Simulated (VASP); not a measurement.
Input of a VASP 6.6.1 run:

Contents of INCAR:

```
PREC     = Accurate       # precision mode
ENCUT    = 520            # plane-wave cutoff, eV
EDIFF    = 1E-6           # SCF threshold, eV
ISMEAR   = 0              # smearing method
SIGMA    = 0.15           # smearing width, eV
LREAL    = F              # projectors in reciprocal space
LASPH    = T              # aspherical terms in the spheres
NELM     = 80             # most SCF steps
ALGO     = Fast           # electronic algorithm
ISIF     = 2              # what is computed and relaxed
LWAVE    = F              # write WAVECAR
LCHARG   = F              # write CHGCAR
GGA      = PE             # functional
NBANDS   = 14             # bands
```

File KPOINTS:

```
regular mesh
0
Gamma
  20 20 20
```

The input POSCAR:

```
AlNi
1.0
    2.7484293516      0.0000000000      0.0000000000
    0.0000000000      2.7484293516      0.0000000000
    0.0000000000      0.0000000000      2.8930835280
Al Ni
1 1
Direct
    0.0000000000      0.0000000000      0.0000000000
    0.5000000000      0.5000000000      0.5000000000
```

Potentials or basis: VASP PAW PBE potentials, release 64 (Al, Ni).

The run is started by

```bash
$ cat potpaw_PBE.64/Al/POTCAR potpaw_PBE.64/Ni/POTCAR > POTCAR
$ mpirun -np 1 vasp_std > vasp.out
```

(1) Predict the band gap on the k mesh.

(2) Estimate the pressure.

## Answers

(1) zero (an odd number of electrons rules out a gap without spin polarisation).

(2) 20.8 GPa.

Caveat: the cell differs from its parent crystal (strain -0.050 along x and y, +0.000 along z); the cell stands under pressure.
